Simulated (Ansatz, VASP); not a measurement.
# AlPd4 in VASP and in Ansatz

```
CELL_PARAMETERS angstrom
-2.99022 2.99022 2.56996
2.99022 -2.99022 2.56996
2.99022 2.99022 -2.56996
ATOMIC_POSITIONS crystal
Al 0.00000 0.00000 0.00000
Pd 0.71783 0.71783 0.43566
Pd 0.28217 0.28217 0.56434
Pd 0.71783 0.28217 0.00000
Pd 0.28217 0.71783 0.00000
```

Alike in both runs: task relaxation of cell and atoms; functional PBE; k mesh 10 × 10 × 10; occupations gaussian, width 0.1 eV; no spin polarisation.

|  | VASP | Ansatz |
| --- | --- | --- |
| version | VASP 6.6.1 | Ansatz 0.2.0 |
| potentials or method | VASP PAW PBE potentials, release 64 (Al, Pd), cutoff 600 eV | scalar-relativistic, plane waves, PAW |
| valence electrons in the cell | 43 | 75 |

Ansatz gave:

| Item | Value |
| --- | --- |
| gap on the k mesh at the Fermi level, each at its own relaxed structure (eV) | none |
| relaxed volume (Å³/atom) | 18.38 |
| relaxed cell length with the largest relative difference (Å) | 4.949 |

Task: Estimate VASP's values.

Result: gap on the k mesh at the Fermi level, each at its own relaxed structure (eV): none; relaxed volume (Å³/atom): 18.36; relaxed cell length with the largest relative difference (Å): 4.948.

A gap of «none» marks a metal or a gap that the smearing closes. VASP's potentials hold 43 valence electrons a cell and Ansatz's 75, so a difference there can come from the potentials and not from the codes.
